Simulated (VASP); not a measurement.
Runs of VASP 6.6.1 on Ti. The structure is that of space group P6_3/mmc (No. 194), or close to it. The cells are those of the table. 

| task | cell | cutoff (eV) | gap on the mesh (eV) | pressure (GPa) |
| --- | --- | --- | --- | --- |
| single point | a = 2.079, b = 2.079, c = 4.021 Å, angles 90.0, 90.0, 120.0°, 2 atoms | 500 | none | (a) |
| relaxation of shape and atoms at fixed volume | relaxed from a = 2.843, b = 2.843, c = 4.493 Å, angles 90.0, 90.0, 120.0°, 2 atoms | 600 | none | 7.7 |
| single point | a = 2.777, b = 2.777, c = 4.410 Å, angles 90.0, 90.0, 120.0°, 2 atoms | 500 | none | 18.3 |
| relaxation of cell and atoms | relaxed from a = 2.931, b = 2.931, c = 4.749 Å, angles 90.0, 90.0, 120.0°, 2 atoms | 600 | none | 0.0 |
| single point | a = 2.681, b = 2.681, c = 4.299 Å, angles 90.0, 90.0, 120.0°, 2 atoms | 500 | none | 37.7 |

Alike in all rows: level PBEsol; potentials or basis VASP PAW PBE potentials, release 64 (Ti_sv); no spin polarisation; k mesh 15 × 15 × 8; smearing fermi-dirac 0.05 eV.

**Question.** Estimate the missing entries.

**Answer.** (a) 314.1.

Caveats: the PAW data sets were made with another functional, which shifts forces and pressure a little; the cell stands under pressure (at least some runs); atoms lie so close that the PAW spheres overlap strongly, which falsifies energies and pressures (at least some runs).

A gap of «none» marks levels without a gap at the run's occupations.
